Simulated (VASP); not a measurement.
# AlFe (Pm-3m) in VASP: single point with PBEsol

Aim: the single point of AlFe with PBEsol.

All numbers are computed with VASP 6.6.1; they aren't measurements. Logs are shortened: lines on timing, memory, paths and dates and some standing lists are left out, and cuts for length are marked.

## Step 1: The cell of the first run

Symmetry: Pm-3m, No. 221, cubic system. The conventional cell has a = 2.845 Å, b = 2.845 Å, c = 2.845 Å, α = 90.00°, β = 90.00°, γ = 90.00°. Al (site symmetry m-3m) has 8 Fe at 2.46 Å and 6 Al at 2.85 Å within 3.3 Å. Within 3.3 Å of Fe (site symmetry m-3m) lie 8 Al at 2.46 Å and 6 Fe at 2.85 Å.

## Step 2: Single point, PBEsol, collinear spin, ferromagnetic start

Contents of POSCAR:

```
AlFe
1.0
    2.8450081416      0.0000000000      0.0000000000
    0.0000000000      2.8450081416      0.0000000000
    0.0000000000      0.0000000000      2.8450081416
Al Fe
1 1
Direct
    0.0000000000      0.0000000000      0.0000000000
    0.5000000000      0.5000000000      0.5000000000
```

Contents of INCAR.step1:

```
ALGO = Normal
EDIFF = 1E-6
ENCUT = 520
GGA = PS
ISIF = 2
ISMEAR = 0
ISPIN = 2
LASPH = T
LCHARG = T
LMAXMIX = 4
LREAL = F
LWAVE = F
MAGMOM = 0 0.75
NBANDS = 16
NELM = 150
PREC = Accurate
SIGMA = 0.1
```

Contents of KPOINTS.step1:

```
k-points
0
Gamma
  14 14 14
```

Contents of INCAR.step2:

```
ALGO = Normal
EDIFF = 1E-6
ENCUT = 520
GGA = PS
ICHARG = 11
ISIF = 2
ISMEAR = -5
ISPIN = 2
LASPH = T
LCHARG = F
LMAXMIX = 4
LORBIT = 11
LREAL = F
LWAVE = F
MAGMOM = 0 0.75
NEDOS = 1001
NELM = 150
PREC = Accurate
SIGMA = 0.1
```

Contents of KPOINTS.step2:

```
k-points
0
Gamma
  21 21 21
```

Potentials or basis: VASP PAW PBE potentials, release 64 (Al, Fe).

Started as:

```
> cat potpaw_PBE.64/Al/POTCAR potpaw_PBE.64/Fe/POTCAR > POTCAR
> cp INCAR.step1 INCAR
> cp KPOINTS.step1 KPOINTS
> mpirun -np 1 vasp_std > vasp.out
> cp INCAR.step2 INCAR
> cp KPOINTS.step2 KPOINTS
> mpirun -np 1 vasp_std > vasp.out
```

OUTCAR:

```text
EDIFF = 1E-6
   ENCUT = 520
   GGA = PS
   ICHARG = 11
   ISIF = 2
   ISMEAR = -5
   ISPIN = 2
   LASPH = T
   LORBIT = 11
   LREAL = F
   NELM = 150
   PREC = Accurate

 ion  position               nearest neighbor table
   1  0.000  0.000  0.000-   2 2.46   2 2.46   2 2.46   2 2.46   2 2.46   2 2.46   2 2.46   2 2.46

   2  0.500  0.500  0.500-   1 2.46   1 2.46   1 2.46   1 2.46   1 2.46   1 2.46   1 2.46   1 2.46

  LATTYP: Found a simple cubic cell.
 ALAT       =     2.8450081416

  Lattice vectors:

 A1 = (   2.8450081416,   0.0000000000,   0.0000000000)
 A2 = (   0.0000000000,   2.8450081416,   0.0000000000)
 A3 = (   0.0000000000,   0.0000000000,   2.8450081416)

Analysis of symmetry for initial positions (statically):
=====================================================================
 Subroutine PRICEL returns:
 Original cell was already a primitive cell.

 Routine SETGRP: Setting up the symmetry group for a
 simple cubic supercell.

 Subroutine GETGRP returns: Found 48 space group operations
 (whereof 48 operations were pure point group operations)
 out of a pool of 48 trial point group operations.

The static configuration has the point symmetry O_h .

Analysis of symmetry for dynamics (positions and initial velocities):
=====================================================================
 Subroutine PRICEL returns:
 Original cell was already a primitive cell.

 Routine SETGRP: Setting up the symmetry group for a
 simple cubic supercell.

 Subroutine GETGRP returns: Found 48 space group operations
 (whereof 48 operations were pure point group operations)
 out of a pool of 48 trial point group operations.

The dynamic configuration has the point symmetry O_h .

Analysis of structural, dynamic, and magnetic symmetry:
=====================================================================
 Subroutine PRICEL returns:
 Original cell was already a primitive cell.

 Routine SETGRP: Setting up the symmetry group for a
 simple cubic supercell.

 Subroutine GETGRP returns: Found 48 space group operations
 (whereof 48 operations were pure point group operations)
 out of a pool of 48 trial point group operations.

The overall configuration has the point symmetry O_h .

 Subroutine INISYM returns: Found 48 space group operations
 (whereof 48 operations are pure point group operations),
 and found     1 'primitive' translations

----------------------------------------------------------------------------------------

                                     Primitive cell

  volume of cell :      23.0277

  direct lattice vectors                    reciprocal lattice vectors
     2.845008142  0.000000000  0.000000000     0.351492843  0.000000000  0.000000000
     0.000000000  2.845008142  0.000000000     0.000000000  0.351492843  0.000000000
     0.000000000  0.000000000  2.845008142     0.000000000  0.000000000  0.351492843

  length of vectors
     2.845008142  2.845008142  2.845008142     0.351492843  0.351492843  0.351492843

  position of ions in fractional coordinates (direct lattice)
     0.000000000  0.000000000  0.000000000
     0.500000000  0.500000000  0.500000000

  ion indices of the primitive-cell ions
   primitive index   ion index
                 1           1
                 2           2

----------------------------------------------------------------------------------------

 KPOINTS: k-points

Automatic generation of k-mesh.
 Grid dimensions read from file:
 generate k-points for:   21   21   21

 Generating k-lattice:

  Cartesian coordinates                     Fractional coordinates (reciprocal lattice)
     0.016737754  0.000000000  0.000000000     0.047619048  0.000000000  0.000000000
     0.000000000  0.016737754  0.000000000     0.000000000  0.047619048  0.000000000
     0.000000000  0.000000000  0.016737754     0.000000000  0.000000000  0.047619048

  Length of vectors
     0.016737754  0.016737754  0.016737754

  Shift w.r.t. Gamma in fractional coordinates (k-lattice)
     0.000000000  0.000000000  0.000000000

 TETIRR: Found   4601 inequivalent tetrahedra from    55566

 Subroutine IBZKPT returns following result:
 ===========================================

 Found    286 irreducible k-points:

 Following reciprocal coordinates:
            Coordinates               Weight
  0.000000  0.000000  0.000000      1.000000
  0.047619  0.000000  0.000000      6.000000
  0.095238  0.000000  0.000000      6.000000
  0.142857  0.000000  0.000000      6.000000
  0.190476  0.000000  0.000000      6.000000
  0.238095  0.000000  0.000000      6.000000
[... 16 lines left out ...]
  0.142857  0.095238  0.000000     24.000000
  0.190476  0.095238  0.000000     24.000000
 [... further k-points ...]
   k-points           NKPTS =    286   k-points in BZ     NKDIM =    286   number of bands    NBANDS=      9
   number of dos      NEDOS =   1001   number of ions     NIONS =      2
   total plane-waves  NPLWV =  13824
   dimension x,y,z NGX =    24 NGY =   24 NGZ =   24
   dimension x,y,z NGXF=    48 NGYF=   48 NGZF=   48
   ions per type =               1   1
   NGX,Y,Z   is equivalent  to a cutoff of  14.02, 14.02, 14.02 a.u.
   NGXF,Y,Z  is equivalent  to a cutoff of  28.05, 28.05, 28.05 a.u.
 SYSTEM =  unknown system
   PREC   = accura    normal or accurate (medium, high low for compatibility)
   ISTART =      0    job   : 0-new  1-cont  2-samecut
   ICHARG =     11    charge: 1-file 2-atom 10-const
   ISPIN  =      2    spin polarized calculation?
   LNONCOLLINEAR =      F non collinear calculations
   LSORBIT =      F    spin-orbit coupling
   LASPH  =      T    aspherical Exc in radial PAW
   ENCUT  =  520.0 eV  38.22 Ry    6.18 a.u.   5.29  5.29  5.29*2*pi/ulx,y,z
   NELM   =    150;   NELMIN=  2; NELMDL=  0     # of ELM steps
   EDIFF  = 0.1E-05   stopping-criterion for ELM
   LREAL  =      F    real-space projection
   EDIFFG = 0.1E-04   stopping-criterion for IOM
   NSW    =      0    number of steps for IOM
   IBRION =     -1    ionic relax: 0-MD 1-quasi-New 2-CG
   NFREE  =      0    steps in history (QN), initial steepest desc. (CG)
   ISIF   =      2    stress and relaxation
   ISYM   =      2    0-nonsym 1-usesym 2-fastsym
   POTIM  = 0.5000    time-step for ionic-motion
   TEBEG  =    0.0;   TEEND  =   0.0 temperature during run
   PSTRESS=    0.0 pullay stress
   NELECT =      11.0000    total number of electrons
   NUPDOWN=      -1.0000    fix difference up-down
   EMIN   =  10.00;   EMAX   =-10.00  energy-range for DOS
   EFERMI =   0.00;   METHOD = LEGACY
   ISMEAR =    -5;   SIGMA  =   0.10  broadening in eV -4-tet -1-fermi 0-gaus
   EFERMI_NEDOS =   21; number of points for ismear=-14 and -15
   IALGO  =     38    algorithm
   IMIX   =      4    mixing-type and parameters
     AMIX     =   0.40;   BMIX     =  1.00
     AMIX_MAG =   1.60;   BMIX_MAG =  1.00
  volume/ion in A,a.u.               =      11.51        77.70
  Fermi-wavevector in a.u.,A,eV,Ry     =   1.279741  2.418361 22.282778  1.637738
  Thomas-Fermi vector in A             =   2.412209
   LORBIT       =     11    0 simple, 1 ext, 2 COOP (PROOUT), +10 PAW based schemes
   GGA     = PS    functional components
   LHFCALC =     F    Hartree Fock is set to
   AEXX    =    0.0000 exact exchange contribution
   IVDW    =     0    specifies the selected vdW correction
   LEPSILON=     F    determine dielectric tensor
   LRPA    =     F    only Hartree local field effects (RPA)
 spin polarized calculation
 Fermi weights with tetrahedron method with Bloechl corrections
  energy-cutoff  :      520.00
  volume of cell :       23.03
 maximum number of plane-waves:       639
 NGX is ok and might be reduce to    24

 number of electron      11.0000003 magnetization       0.6570543

 Free energy of the ion-electron system (eV)
  ---------------------------------------------------
  ext. energy  EPLUGINS =         0.00000000
  ---------------------------------------------------
  free energy    TOTEN  =       -13.73199759 eV

  energy without entropy =      -13.73199759  energy(sigma->0) =      -13.73199759

 E-fermi :   8.2010     XC(G=0): -12.4065

 val. band max:        8.2382874646   @ k =   0.4286   0.4286   0.2857
 cond. band min:       8.2013525257   @ k =   0.4762   0.1905   0.1429
 fundamental gap:     -0.0369349389
 Fermi energy:         8.2010311626

 spin component 1

 k-point     1 :       0.0000    0.0000    0.0000
  band No.  band energies     occupation
      1      -2.3676      1.00000
      2       5.5879      1.00000
      3       5.5879      1.00000
      4       7.8997      1.00000
      5       7.8997      1.00000
      6       7.8997      1.00000
      7      14.7552      0.00000
      8      14.7552      0.00000
      9      14.7552      0.00000

 k-point     2 :       0.0476    0.0000    0.0000
  band No.  band energies     occupation
      1      -2.3240      1.00000
      2       5.5856      1.00000
      3       5.6012      1.00000
      4       7.8725      1.00000
      5       7.8726      1.00000
      6       7.9025      1.00000
      7      14.3208      0.00000
      8      14.8186      0.00000
      9      14.8186      0.00000

 k-point     3 :       0.0952    0.0000    0.0000
  band No.  band energies     occupation
      1      -2.1936      1.00000
      2       5.5733      1.00000
      3       5.6400      1.00000
      4       7.7954      1.00000
      5       7.7954      1.00000
      6       7.9108      1.00000
      7      13.4165      0.00000
      8      15.0047      0.00000
      9      15.0047      0.00000
[... 229 lines left out ...]
 k-point    23 :       0.1429    0.0952    0.0000
  band No.  band energies     occupation
      1      -1.8063      1.00000
      2       5.5859      1.00000
      3       5.7039      1.00000
      4       7.5548      1.00000
      5       7.6852      1.00000
      6       7.8313      1.00000
      7      12.5525      0.00000
      8      13.9721      0.00000
      9      15.5449      0.00000

 k-point    24 :       0.1905    0.0952    0.0000
  band No.  band energies     occupation
      1      -1.5088      1.00000
      2       5.5009      1.00000
      3       5.7832      1.00000
      4       7.4090      1.00000
      5       7.5502      1.00000
      6       7.8469      1.00000
      7      11.6248      0.00000
      8      14.2715      0.00000
      9      15.9365      0.00000

 [... further k-points ...]

 spin component 2

 k-point     1 :       0.0000    0.0000    0.0000
  band No.  band energies     occupation
      1      -2.3447      1.00000
      2       5.9416      1.00000
      3       5.9416      1.00000
      4       8.6593      0.00000
      5       8.6593      0.00000
      6       8.6593      0.00000
      7      14.7974      0.00000
      8      14.7974      0.00000
      9      14.7974      0.00000

 k-point     2 :       0.0476    0.0000    0.0000
  band No.  band energies     occupation
      1      -2.3012      1.00000
      2       5.9360      1.00000
      3       5.9559      1.00000
      4       8.6283      0.00000
      5       8.6283      0.00000
      6       8.6624      0.00000
      7      14.3821      0.00000
      8      14.8640      0.00000
      9      14.8640      0.00000

 k-point     3 :       0.0952    0.0000    0.0000
  band No.  band energies     occupation
      1      -2.1708      1.00000
      2       5.9131      1.00000
      3       5.9979      1.00000
      4       8.5406      0.00000
      5       8.5406      0.00000
      6       8.6715      0.00000
      7      13.5114      0.00000
      8      15.0587      0.00000
      9      15.0587      0.00000
[... 229 lines left out ...]
 k-point    23 :       0.1429    0.0952    0.0000
  band No.  band energies     occupation
      1      -1.7836      1.00000
      2       5.9068      1.00000
      3       6.0592      1.00000
      4       8.2622      0.17960
      5       8.4148      0.00000
      6       8.5833      0.00000
      7      12.6969      0.00000
      8      14.0876      0.00000
      9      15.6200      0.00000

 k-point    24 :       0.1905    0.0952    0.0000
  band No.  band energies     occupation
      1      -1.4862      1.00000
      2       5.7915      1.00000
      3       6.1452      1.00000
      4       8.0959      0.99633
      5       8.2655      0.11387
      6       8.6000      0.00000
      7      11.8189      0.00000
      8      14.3962      0.00000
      9      16.0223      0.00000

 [... further k-points ...]
[... 5 lines left out ...]
  --------------------------------------------------------------------------------------
  -------------------------------------------------------------------------------------
  Total        0.0432527      0.0432527      0.0432527      0.0000000      0.0000000     -0.0000000
  in kB        3.0093530      3.0093530      3.0093530      0.0000000      0.0000000     -0.0000000
  external PRESSURE =       3.0093530 kB  Pullay stress =       0.0000000 kB

 VOLUME and BASIS-vectors are now :
 -----------------------------------------------------------------------------
  energy-cutoff  :      520.00
  volume of cell :       23.03
      direct lattice vectors                 reciprocal lattice vectors
     2.845008142  0.000000000  0.000000000     0.351492843  0.000000000  0.000000000
     0.000000000  2.845008142  0.000000000     0.000000000  0.351492843  0.000000000
     0.000000000  0.000000000  2.845008142     0.000000000  0.000000000  0.351492843

 POSITION                                       TOTAL-FORCE (eV/Angst)
 -----------------------------------------------------------------------------------
      0.00000      0.00000      0.00000         0.000000      0.000000      0.000000
      1.42250      1.42250      1.42250         0.000000      0.000000      0.000000
 -----------------------------------------------------------------------------------
    total drift:                                0.000000     -0.000000     -0.000000

  FREE ENERGIE OF THE ION-ELECTRON SYSTEM (eV)
  ---------------------------------------------------
  free  energy   TOTEN  =       -13.7319975898 eV

  energy  without entropy=      -13.7319975898  energy(sigma->0) =      -13.73199759

 total charge

# of ion       s       p       d       tot
------------------------------------------
    1        0.403   0.450   0.000   0.853
    2        0.447   0.528   6.520   7.495
--------------------------------------------------
tot          0.850   0.978   6.520   8.348

 magnetization (x)

# of ion       s       p       d       tot
------------------------------------------
    1       -0.007  -0.014   0.000  -0.021
    2       -0.000   0.008   0.699   0.706
--------------------------------------------------
tot         -0.007  -0.006   0.699   0.686
```

Run time: 50 s. Hardware: 1 thread of Intel Xeon 6975P-C (Granite Rapids), shared host; peak memory 0.23 GiB.

Results:

```
Net moment                                            : 0.66 μB per cell
Site moments                                          : Al -0.02; Fe +0.71 μB
Valence electrons inside the program's atomic spheres : Al 0.85; Fe 7.50
```

Caveat: the PAW data sets were made with another functional, which shifts forces and pressure a little.
